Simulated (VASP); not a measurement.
# Co: single point with PBEsol

Crystal: Co.

```xyz
2
Lattice="2.4512 0.0000 0.0000 -1.2256 2.1228 0.0000 0.0000 0.0000 3.9642" Properties=species:S:1:pos:R:3 pbc="T T T"
Co    0.0000    1.4152    0.9911
Co    1.2256    0.7076    2.9732
```

| Property | Result |
| --- | --- |
| Program | VASP 6.6.1 |
| Task | single point |
| Functional | PBEsol |
| Potentials or basis | VASP PAW PBE potentials, release 64 (Co_sv) |
| Cutoff | 690 eV |
| k mesh | 9 × 9 × 4 |
| Occupations | gaussian, width 0.1 eV |
| Spin | collinear spin, ferromagnetic start |
| Starting moments | [1.78, 1.78] μB |
| Dipole correction | no |
| Further INCAR settings | ALGO = Normal; EDIFF = 1e-06; NBANDS = 28 |

* Pressure: -1.3 GPa
* Net moment: 3.00 μB per cell
* Site moments: Co +1.56 μB
* Valence electrons inside the program's atomic spheres: Co 15.10

Stress tensor (GPa, compression positive):
```
-1.21  0.00  0.00
 0.00 -1.21  0.00
 0.00  0.00 -1.37
```

Levels at points of the mesh, in eV from the Fermi level:
Spin up:
```csv
k point,band 16,band 17,band 18,band 19,band 20,band 21
"(0.00, 0.00, 0.00)",-1.90,-1.90,-0.69,-0.69,-0.25,6.78
"(0.00, 0.00, 0.50)",-2.70,-1.03,-1.03,-1.03,-1.03,15.47
```
Spin down:
```
           k point  band 12  band 13  band 14  band 15  band 16  band 17  band 18  band 19  band 20  band 21
(0.00, 0.00, 0.00)    -1.11    -1.11    -0.71    -0.71    -0.25    -0.25    -0.24     1.07     1.07     7.76
(0.00, 0.00, 0.50)    -1.73    -1.18    -1.18    -1.18    -1.18     0.71     0.71     0.71     0.71    15.92
```

Run time: 72 s on 1 thread of AMD EPYC 7R13 Processor (Zen 3), on a shared host, peak memory 0.15 GiB.

Caveat: the k points lie up to 0.40 Å⁻¹ apart; the PAW data sets were made with another functional, which shifts forces and pressure a little.
